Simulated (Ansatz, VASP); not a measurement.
## YF5 in VASP and in Ansatz

```
Y F
1.0
     4.87147    0.00000    0.00000
     0.00000    4.87147    0.00000
     0.00000    0.00000    4.31191
Y F
1 5
Direct
  0.50000 0.50000 0.16748
  0.31153 0.00000 0.16739
  0.68847 0.00000 0.16739
  0.00000 0.31153 0.16739
  0.00000 0.68847 0.16739
  0.50000 0.50000 0.66750
```

Alike in both runs: functional PBE; k mesh 4 × 4 × 4; occupations gaussian, width 0.1 eV; no spin polarisation.

Ansatz relaxed the structure, and its values are those at the end. VASP's run is a single point on that final structure, the one shown.

|  | VASP | Ansatz |
| --- | --- | --- |
| version | VASP 6.6.1 | Ansatz 0.2.0 |
| potentials or method | VASP PAW PBE potentials, release 64 (Y_sv, F), cutoff 520 eV | scalar-relativistic, plane waves, PAW |
| valence electrons in the cell | 46 | 46 |

VASP gave:

```
gap on the k mesh at the Fermi level (eV) : none
pressure (GPa)                            : -0.2
rms of the force components (eV/Å)        : 0.015
```

Problem. Estimate Ansatz's values.

Solution. gap on the k mesh at the Fermi level (eV): none; pressure (GPa): 0.0; rms of the force components (eV/Å): 0.002.

A gap of «none» marks a metal or a gap that the smearing closes.

The k mesh is coarse, so the values compare programs but aren't converged.
